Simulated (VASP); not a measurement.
# TiN (Fm-3m) in VASP: further runs, part 2 of 2

VASP 6.6.1.

## (4) Relaxation of cell and atoms, r2SCAN

This run uses another cell than the first one, of 9.51 Å³/atom.

Input file POSCAR:

```
TiN
1.0
    0.0000000000      2.1190000000      2.1190000000
    2.1190000000      0.0000000000      2.1190000000
    2.1190000000      2.1190000000      0.0000000000
Ti N
1 1
Direct
    0.0000000000      0.0000000000      0.0000000000
    0.5000000000      0.5000000000      0.5000000000
```

Input file INCAR.step1:

```
SYSTEM = TiN
PREC = Accurate ; ENCUT = 600
ISMEAR = 0 ; SIGMA = 0.1
LREAL = .FALSE. ; LASPH = .TRUE.
NELM = 100 ; GGA = PE
ALGO = Normal ; EDIFF = 1E-4
LWAVE = .TRUE. ; LCHARG = .FALSE.
```

Input file INCAR.step2:

```
SYSTEM = TiN
PREC = Accurate ; ENCUT = 600
EDIFF = 1E-6 ; ISMEAR = 0
SIGMA = 0.1 ; LREAL = .FALSE.
LASPH = .TRUE. ; NELM = 100
ALGO = Normal ; ISIF = 3
LWAVE = .FALSE. ; LCHARG = .FALSE.
METAGGA = R2SCAN ; LMIXTAU = .TRUE.
IBRION = 2 ; NSW = 100
EDIFFG = -0.005 ; ISTART = 1
```

Input file KPOINTS:

```
Automatic mesh
0
G
  18 18 18
  0 0 0
```

Potentials or basis: VASP PAW PBE potentials, release 64 (Ti_sv, N).

Run with:

```sh
$ cat potpaw_PBE.64/Ti_sv/POTCAR potpaw_PBE.64/N/POTCAR > POTCAR
$ cp INCAR.step1 INCAR
$ mpirun -np 1 vasp_std > vasp.out
$ cp INCAR.step2 INCAR
$ mpirun -np 1 vasp_std > vasp.out
```

OUTCAR:

```text
SYSTEM = TiN
   PREC = Accurate
   ENCUT = 600
   EDIFF = 1E-6
   ISMEAR = 0
   LREAL = .FALSE.
   LASPH = .TRUE.
   NELM = 100
   ISIF = 3
   METAGGA = R2SCAN
   IBRION = 2
   NSW = 100
   EDIFFG = -0.005
   ISTART = 1

 ion  position               nearest neighbor table
   1  0.000  0.000  0.000-   2 2.12   2 2.12   2 2.12   2 2.12   2 2.12   2 2.12
   2  0.500  0.500  0.500-   1 2.12   1 2.12   1 2.12   1 2.12   1 2.12   1 2.12

  LATTYP: Found a face centered cubic cell.
 ALAT       =     4.2380000000

  Lattice vectors:

 A1 = (   0.0000000000,   2.1190000000,   2.1190000000)
 A2 = (   2.1190000000,   0.0000000000,   2.1190000000)
 A3 = (   2.1190000000,   2.1190000000,   0.0000000000)

Analysis of symmetry for initial positions (statically):
=====================================================================
 Subroutine PRICEL returns:
 Original cell was already a primitive cell.

 Routine SETGRP: Setting up the symmetry group for a
 face centered cubic supercell.

 Subroutine GETGRP returns: Found 48 space group operations
 (whereof 48 operations were pure point group operations)
 out of a pool of 48 trial point group operations.

The static configuration has the point symmetry O_h .

Analysis of symmetry for dynamics (positions and initial velocities):
=====================================================================
 Subroutine PRICEL returns:
 Original cell was already a primitive cell.

 Routine SETGRP: Setting up the symmetry group for a
 face centered cubic supercell.

 Subroutine GETGRP returns: Found 48 space group operations
 (whereof 48 operations were pure point group operations)
 out of a pool of 48 trial point group operations.

The dynamic configuration has the point symmetry O_h .

 Subroutine INISYM returns: Found 48 space group operations
 (whereof 48 operations are pure point group operations),
[... 136 lines left out ...]

 number of electron      17.0000002 magnetization

 Free energy of the ion-electron system (eV)
  ---------------------------------------------------
  ext. energy  EPLUGINS =         0.00000000
  ---------------------------------------------------
  free energy    TOTEN  =       -26.01669610 eV

  energy without entropy =      -26.01254114  energy(sigma->0) =      -26.01461862

------------------------ aborting loop because EDIFF is reached ----------------------------------------

  FORCE on cell =-STRESS in cart. coord.  units (eV):
  Direction    XX          YY          ZZ          XY          YZ          ZX
  --------------------------------------------------------------------------------------
  -------------------------------------------------------------------------------------
  Total        0.0556371      0.0556371      0.0556371      0.0000000     -0.0000000      0.0000000
  in kB        4.6843776      4.6843776      4.6843776      0.0000000     -0.0000000      0.0000000
  external PRESSURE =       4.6843776 kB  Pullay stress =       0.0000000 kB
[... 59 lines left out ...]
--------------------------------------- Ionic step        3  -------------------------------------------

 number of electron      17.0000002 magnetization

 Free energy of the ion-electron system (eV)
  ---------------------------------------------------
  ext. energy  EPLUGINS =         0.00000000
  ---------------------------------------------------
  free energy    TOTEN  =       -26.01673831 eV

  energy without entropy =      -26.01257376  energy(sigma->0) =      -26.01465604

 E-fermi :  11.6706     XC(G=0): -13.8832

 val. band max:       11.6604007387   @ k =   0.1111   0.0556   0.0000
 cond. band min:      11.6814839889   @ k =   0.4444   0.2222   0.1111
 fundamental gap:      0.0210832502
 Fermi energy:        11.6706368106

 k-point     1 :       0.0000    0.0000    0.0000
  band No.  band energies     occupation
      1     -48.6990      2.00000
      2     -23.6360      2.00000
      3     -23.6359      2.00000
      4     -23.6359      2.00000
      5      -6.5986      2.00000
      6       9.2825      2.00000
      7       9.2825      2.00000
      8       9.2825      2.00000
      9      11.0481      2.00000
     10      11.0481      2.00000
     11      11.0481      2.00000
     12      12.2513      0.00000
[... 331 lines left out ...]
 k-point    24 :      -0.2222    0.0556    0.0000
  band No.  band energies     occupation
      1     -48.6508      2.00000
      2     -23.9578      2.00000
      3     -23.6838      2.00000
      4     -23.6531      2.00000
      5      -5.5577      2.00000
      6       5.8037      2.00000
      7       6.8742      2.00000
      8       7.2122      2.00000
      9      11.9181      0.00047
     10      12.1270      0.00000
     11      12.6263      0.00000
     12      14.6751      0.00000

 [... further k-points ...]

------------------------ aborting loop because EDIFF is reached ----------------------------------------

  FORCE on cell =-STRESS in cart. coord.  units (eV):
  Direction    XX          YY          ZZ          XY          YZ          ZX
  --------------------------------------------------------------------------------------
  -------------------------------------------------------------------------------------
  Total       -0.0041038     -0.0041038     -0.0041038      0.0000000      0.0000000      0.0000000
  in kB       -0.3449914     -0.3449914     -0.3449914      0.0000000      0.0000000      0.0000000
  external PRESSURE =      -0.3449914 kB  Pullay stress =       0.0000000 kB
[... 17 lines left out ...]
  FREE ENERGIE OF THE ION-ELECTRON SYSTEM (eV)
  ---------------------------------------------------
  free  energy   TOTEN  =       -26.0167383146 eV

  energy  without entropy=      -26.0125737631  energy(sigma->0) =      -26.01465604

 reached required accuracy - stopping structural energy minimisation
```

OUTCAR.step1:

```text
SYSTEM = TiN
   PREC = Accurate
   ENCUT = 600
   ISMEAR = 0
   LREAL = .FALSE.
   LASPH = .TRUE.
[... 581 lines left out ...]
      0.00000      0.00000      0.00000         0.000000      0.000000      0.000000
      2.11900      2.11900      2.11900         0.000000      0.000000     -0.000000
 -----------------------------------------------------------------------------------
    total drift:                                0.000000     -0.000000     -0.000000

  FREE ENERGIE OF THE ION-ELECTRON SYSTEM (eV)
  ---------------------------------------------------
  free  energy   TOTEN  =       -19.6387805581 eV

  energy  without entropy=      -19.6345453388  energy(sigma->0) =      -19.63666295
```

Wall time 5.9 min (1 thread of Intel Xeon 8259CL, shared host); peak memory 0.2 GiB.

What came out:

* Free energy: -26.0167 eV
* Relaxed volume: 9.53 Å³/atom
* Relaxed cell: a = 2.998 Å, b = 2.998 Å, c = 2.998 Å, α = 60.00°, β = 60.00°, γ = 60.00°
* Space group after relaxing (to 0.1 Å): Fm-3m (No. 225)
* Energy gained by relaxing: 0.0 meV/atom
* Ionic steps: 3
* Pressure after relaxing: 0.0 GPa
* Band gap on the k mesh: zero (an odd number of electrons rules out a gap without spin polarisation)

Final structure:
```
Ti N
1.0
     0.00000    2.12009    2.12009
     2.12009    0.00000    2.12009
     2.12009    2.12009    0.00000
Ti N
1 1
Direct
  0.00000 0.00000 0.00000
  0.50000 0.50000 0.50000
```

Levels at points of the mesh, in eV from the Fermi level:
```
           k point  band 5  band 6  band 7  band 8  band 9  band 10  band 11  band 12
(0.00, 0.00, 0.00)  -18.27   -2.39   -2.39   -2.39   -0.62    -0.62    -0.62     0.58
(0.50, 0.00, 0.00)  -15.83   -8.52   -5.92   -5.92    1.73     1.73     2.43     5.93
(0.50, 0.50, 0.00)  -16.91   -6.28   -3.62   -3.62   -3.10     1.66     2.44     2.44
```

Caveat: the PAW data sets were made with another functional, which shifts forces and pressure a little.

## (5) Single point, r2SCAN

This run uses another cell than the first one, of 9.48 Å³/atom.

Input file POSCAR:

```
TiN
1.0
    0.0000000000      2.1162479030      2.1162479030
    2.1162479030      0.0000000000      2.1162479030
    2.1162479030      2.1162479030      0.0000000000
Ti N
1 1
Direct
    0.0000000000      0.0000000000      0.0000000000
    0.5000000000      0.5000000000      0.5000000000
```

Input file INCAR.step1:

```
SYSTEM = TiN
PREC = Accurate
ENCUT = 520
ISMEAR = 0
SIGMA = 0.1
LREAL = .FALSE.
LASPH = .TRUE.
NELM = 100
NBANDS = 16
GGA = PE
ALGO = Normal
EDIFF = 1E-4
LWAVE = .TRUE.
LCHARG = .FALSE.
```

Input file INCAR.step2:

```
SYSTEM = TiN
PREC = Accurate
ENCUT = 520
EDIFF = 1E-7
ISMEAR = 0
SIGMA = 0.1
LREAL = .FALSE.
LASPH = .TRUE.
NELM = 100
ALGO = Normal
ISIF = 2
LWAVE = .FALSE.
LCHARG = .FALSE.
METAGGA = R2SCAN
LMIXTAU = .TRUE.
NBANDS = 16
ISTART = 1
```

KPOINTS is that of step 4.

Potentials or basis: VASP PAW PBE potentials, release 64 (Ti_sv, N).

Run with:

```sh
$ cat potpaw_PBE.64/Ti_sv/POTCAR potpaw_PBE.64/N/POTCAR > POTCAR
$ cp INCAR.step1 INCAR
$ mpirun -np 1 vasp_std > vasp.out
$ cp INCAR.step2 INCAR
$ mpirun -np 1 vasp_std > vasp.out
```

OUTCAR:

```text
SYSTEM = TiN
   PREC = Accurate
   ENCUT = 520
   EDIFF = 1E-7
   ISMEAR = 0
   LREAL = .FALSE.
   LASPH = .TRUE.
   NELM = 100
   ISIF = 2
   METAGGA = R2SCAN
   ISTART = 1

 ion  position               nearest neighbor table
   1  0.000  0.000  0.000-   2 2.12   2 2.12   2 2.12   2 2.12   2 2.12   2 2.12
   2  0.500  0.500  0.500-   1 2.12   1 2.12   1 2.12   1 2.12   1 2.12   1 2.12

  LATTYP: Found a face centered cubic cell.
 ALAT       =     4.2324958060

  Lattice vectors:

 A1 = (   0.0000000000,   2.1162479030,   2.1162479030)
 A2 = (   2.1162479030,   0.0000000000,   2.1162479030)
 A3 = (   2.1162479030,   2.1162479030,   0.0000000000)

Analysis of symmetry for initial positions (statically):
=====================================================================
 Subroutine PRICEL returns:
 Original cell was already a primitive cell.

 Routine SETGRP: Setting up the symmetry group for a
 face centered cubic supercell.

 Subroutine GETGRP returns: Found 48 space group operations
 (whereof 48 operations were pure point group operations)
 out of a pool of 48 trial point group operations.

The static configuration has the point symmetry O_h .

Analysis of symmetry for dynamics (positions and initial velocities):
=====================================================================
 Subroutine PRICEL returns:
 Original cell was already a primitive cell.

 Routine SETGRP: Setting up the symmetry group for a
 face centered cubic supercell.

 Subroutine GETGRP returns: Found 48 space group operations
 (whereof 48 operations were pure point group operations)
 out of a pool of 48 trial point group operations.

The dynamic configuration has the point symmetry O_h .

 Subroutine INISYM returns: Found 48 space group operations
 (whereof 48 operations are pure point group operations),
 and found     1 'primitive' translations

----------------------------------------------------------------------------------------

                                     Primitive cell

[... 112 lines left out ...]
  Fermi-wavevector in a.u.,A,eV,Ry     =   1.578754  2.983413 33.912055  2.492466
  Thomas-Fermi vector in A             =   2.679237
   LORBIT       =      0    0 simple, 1 ext, 2 COOP (PROOUT), +10 PAW based schemes
   METAGGA = R2SCAN    functional components
   LHFCALC =     F    Hartree Fock is set to
   AEXX    =    0.0000 exact exchange contribution
   IVDW    =     0    specifies the selected vdW correction
   LEPSILON=     F    determine dielectric tensor
   LRPA    =     F    only Hartree local field effects (RPA)
 non-spin polarized calculation
 Gauss-broadening in eV      SIGMA  =   0.10
  energy-cutoff  :      520.00
  volume of cell :       18.96
 maximum number of plane-waves:       532
 NGX is ok and might be reduce to    24
   NGX = 11   NGY = 11   NGZ = 11

 number of electron      17.0000001 magnetization

 Free energy of the ion-electron system (eV)
  ---------------------------------------------------
  ext. energy  EPLUGINS =         0.00000000
  ---------------------------------------------------
  free energy    TOTEN  =       -26.01578354 eV

  energy without entropy =      -26.01165467  energy(sigma->0) =      -26.01371911

 E-fermi :  11.7458     XC(G=0): -13.9170

 val. band max:       11.7357895911   @ k =   0.1111   0.0556   0.0000
 cond. band min:      11.7565653777   @ k =   0.4444   0.2222   0.1111
 fundamental gap:      0.0207757865
 Fermi energy:        11.7458154095

 k-point     1 :       0.0000    0.0000    0.0000
  band No.  band energies     occupation
      1     -48.6156      2.00000
      2     -23.5480      2.00000
      3     -23.5479      2.00000
      4     -23.5479      2.00000
      5      -6.5590      2.00000
      6       9.3487      2.00000
[... 433 lines left out ...]
      3     -23.5967      2.00000
      4     -23.5653      2.00000
      5      -5.5079      2.00000
      6       5.8551      2.00000
[... 8 lines left out ...]
     15      25.2902      0.00000
     16      29.4814      0.00000

 [... further k-points ...]

------------------------ aborting loop because EDIFF is reached ----------------------------------------

  FORCE on cell =-STRESS in cart. coord.  units (eV):
  Direction    XX          YY          ZZ          XY          YZ          ZX
  --------------------------------------------------------------------------------------
  -------------------------------------------------------------------------------------
  Total        0.1796174      0.1796174      0.1796174      0.0000000      0.0000000      0.0000000
  in kB       15.1820173     15.1820173     15.1820173      0.0000000      0.0000000      0.0000000
  external PRESSURE =      15.1820173 kB  Pullay stress =       0.0000000 kB

 VOLUME and BASIS-vectors are now :
 -----------------------------------------------------------------------------
  energy-cutoff  :      520.00
  volume of cell :       18.96
      direct lattice vectors                 reciprocal lattice vectors
     0.000000000  2.116247903  2.116247903    -0.236267216  0.236267216  0.236267216
     2.116247903  0.000000000  2.116247903     0.236267216 -0.236267216  0.236267216
     2.116247903  2.116247903  0.000000000     0.236267216  0.236267216 -0.236267216

 POSITION                                       TOTAL-FORCE (eV/Angst)
 -----------------------------------------------------------------------------------
      0.00000      0.00000      0.00000         0.000000      0.000000      0.000000
      2.11625      2.11625      2.11625        -0.000000     -0.000000     -0.000000
 -----------------------------------------------------------------------------------
    total drift:                                0.000000     -0.000000     -0.000000

  FREE ENERGIE OF THE ION-ELECTRON SYSTEM (eV)
  ---------------------------------------------------
  free  energy   TOTEN  =       -26.0157835448 eV

  energy  without entropy=      -26.0116546661  energy(sigma->0) =      -26.01371911
```

OSZICAR.step1:

```text
N       E                     dE             d eps       ncg     rms          rms(c)
DAV:   1     0.133829632870E+03    0.13383E+03   -0.82398E+03  6280   0.127E+03
DAV:   2    -0.167468925848E+02   -0.15058E+03   -0.14107E+03  6952   0.346E+02
DAV:   3    -0.246268916049E+02   -0.78800E+01   -0.77955E+01  7960   0.820E+01
DAV:   4    -0.247958144895E+02   -0.16892E+00   -0.16880E+00  7480   0.115E+01
DAV:   5    -0.247995102289E+02   -0.36957E-02   -0.36957E-02  7456   0.152E+00    0.183E+01
DAV:   6    -0.200125782648E+02    0.47869E+01   -0.12925E+01  8192   0.536E+01    0.686E+00
DAV:   7    -0.196745309732E+02    0.33805E+00   -0.16474E+00  7344   0.160E+01    0.497E+00
DAV:   8    -0.198935045246E+02   -0.21897E+00   -0.10500E+00  8504   0.152E+01    0.605E+00
DAV:   9    -0.196465915619E+02    0.24691E+00   -0.33699E-01  7104   0.898E+00    0.160E+00
DAV:  10    -0.196390551287E+02    0.75364E-02   -0.32860E-02  7768   0.205E+00    0.419E-01
DAV:  11    -0.196360680931E+02    0.29870E-02   -0.46775E-03  9072   0.825E-01    0.166E-01
DAV:  12    -0.196360310159E+02    0.37077E-04   -0.38579E-04  7000   0.184E-01
   1 F= -.19636031E+02 E0= -.19633928E+02  d E =-.420549E-02
```

It took 4.8 min on 1 thread of Intel Xeon 8259CL, shared host; peak memory 0.19 GiB.

What came out:

```yaml
Free_energy: -26.0158 eV
Pressure: 1.5 GPa
Band_gap_on_the_k_mesh: zero (an odd number of electrons rules out a gap without spin polarisation)
```

Caveat: the PAW data sets were made with another functional, which shifts forces and pressure a little.

## (6) Relaxation of cell and atoms, r2SCAN

This run uses another cell than the first one, of 9.51 Å³/atom.

Input file POSCAR:

```
TiN
1.0
    0.0000000000      2.1190000000      2.1190000000
    2.1190000000      0.0000000000      2.1190000000
    2.1190000000      2.1190000000      0.0000000000
Ti N
1 1
Direct
    0.0000000000      0.0000000000      0.0000000000
    0.5000000000      0.5000000000      0.5000000000
```

Input file INCAR.step1:

```
SYSTEM = TiN
PREC = Accurate ; ENCUT = 600
ISMEAR = 0 ; SIGMA = 0.1
LREAL = .FALSE. ; LASPH = .TRUE.
NELM = 100 ; GGA = PE
ALGO = Normal ; EDIFF = 1E-4
LWAVE = .TRUE. ; LCHARG = .FALSE.
```

Input file INCAR.step2:

```
SYSTEM = TiN
PREC = Accurate ; ENCUT = 600
EDIFF = 1E-6 ; ISMEAR = 0
SIGMA = 0.1 ; LREAL = .FALSE.
LASPH = .TRUE. ; NELM = 100
ALGO = Normal ; ISIF = 3
LWAVE = .FALSE. ; LCHARG = .FALSE.
METAGGA = R2SCAN ; LMIXTAU = .TRUE.
IBRION = 2 ; NSW = 100
EDIFFG = -0.01 ; ISTART = 1
```

KPOINTS is that of step 5.

Potentials or basis: VASP PAW PBE potentials, release 64 (Ti_sv, N).

Run with:

```sh
$ cat potpaw_PBE.64/Ti_sv/POTCAR potpaw_PBE.64/N/POTCAR > POTCAR
$ cp INCAR.step1 INCAR
$ mpirun -np 1 vasp_std > vasp.out
$ cp INCAR.step2 INCAR
$ mpirun -np 1 vasp_std > vasp.out
```

It took 7.2 min on 1 thread of Intel Xeon 8259CL, shared host; peak memory 0.2 GiB.

Results (log left out):

* Free energy: -26.0167 eV
* Relaxed volume: 9.53 Å³/atom
* Relaxed cell: a = 2.998 Å, b = 2.998 Å, c = 2.998 Å, α = 60.00°, β = 60.00°, γ = 60.00°
* Space group after relaxing (to 0.1 Å): Fm-3m (No. 225)
* Energy gained by relaxing: 0.0 meV/atom
* Ionic steps: 3
* Pressure after relaxing: 0.0 GPa
* Band gap on the k mesh: zero (an odd number of electrons rules out a gap without spin polarisation)

Final structure:
```xyz
2
Lattice="0.0000 2.1201 2.1201 2.1201 0.0000 2.1201 2.1201 2.1201 0.0000" Properties=species:S:1:pos:R:3 pbc="T T T"
Ti    0.0000    0.0000    0.0000
N     2.1201    2.1201    2.1201
```

Levels at points of the mesh, in eV from the Fermi level:
| k point | band 5 | band 6 | band 7 | band 8 | band 9 | band 10 | band 11 | band 12 |
| --- | --- | --- | --- | --- | --- | --- | --- | --- |
| (0.00, 0.00, 0.00) | -18.27 | -2.39 | -2.39 | -2.39 | -0.62 | -0.62 | -0.62 | 0.58 |
| (0.50, 0.00, 0.00) | -15.83 | -8.52 | -5.92 | -5.92 | 1.73 | 1.73 | 2.43 | 5.93 |
| (0.50, 0.50, 0.00) | -16.91 | -6.28 | -3.62 | -3.62 | -3.10 | 1.66 | 2.44 | 2.44 |

Caveat: the PAW data sets were made with another functional, which shifts forces and pressure a little.

## (7) Overview

| task | cell | cutoff (eV) | gap on the mesh (eV) | pressure (GPa) |
| --- | --- | --- | --- | --- |
| single point | a = 3.022 Å, angles 60.0°, 2 atoms | 520 | none | -6.8 |
| single point | a = 3.052 Å, angles 60.0°, 2 atoms | 520 | none | -14.0 |
| relaxation of cell and atoms | relaxed from a = 2.997 Å, angles 60.0°, 2 atoms | 600 | none | 0.0 |
| single point | a = 2.993 Å, angles 60.0°, 2 atoms | 520 | none | 1.5 |

Alike in all rows: level r2SCAN; potentials or basis VASP PAW PBE potentials, release 64 (Ti_sv, N); no spin polarisation; k mesh 18 × 18 × 18; smearing gaussian 0.1 eV.

Caveats: the PAW data sets were made with another functional, which shifts forces and pressure a little; the cell stands under tension (at least some runs).

Total energies depend on the potentials used, so only differences within one code and one set of settings carry meaning.
